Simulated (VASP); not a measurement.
# Mn3Si: single point with LDA

Mn3Si:

```
Mn Si
1.0
     0.00000    2.86100    2.86100
     2.86100    0.00000    2.86100
     2.86100    2.86100    0.00000
Mn Si
3 1
Cartesian
  2.8610 2.8610 2.8610
  1.4305 1.4305 1.4305
  4.2915 4.2915 4.2915
  0.0000 0.0000 0.0000
```

```yaml
Program: VASP 6.6.1
Task: single point
Functional: LDA
Potentials_or_basis: VASP PAW LDA potentials, release 64 (Mn_pv, Si)
Cutoff: 520 eV
k_mesh: 10 × 10 × 10
Occupations: fermi-dirac, width 0.05 eV
Spin: no spin polarisation
Dipole_correction: no
Further_INCAR_settings: ALGO = Normal; EDIFF = 1e-06; NBANDS = 30
```

- Pressure: -30.4 GPa

Levels at points of the mesh, in eV from the Fermi level:
| k point | band 18 | band 19 | band 20 | band 21 | band 22 | band 23 | band 24 | band 25 |
| --- | --- | --- | --- | --- | --- | --- | --- | --- |
| (0.00, 0.00, 0.00) | -2.07 | 0.32 | 0.32 | 0.32 | 0.43 | 0.43 | 0.93 | 0.93 |
| (0.50, 0.00, 0.00) | -1.73 | -0.86 | -0.86 | -0.83 | 0.34 | 0.34 | 0.51 | 0.51 |
| (0.50, 0.50, 0.00) | -1.89 | -1.18 | -0.49 | -0.49 | 0.01 | 0.29 | 0.32 | 0.82 |

It took 33 s on 1 thread of Intel(R) Xeon(R) 6975P-C (Granite Rapids), on a shared host, peak memory 0.17 GiB.

Spin polarisation is off, so any magnetic state and its effect on volume and gap are missing.
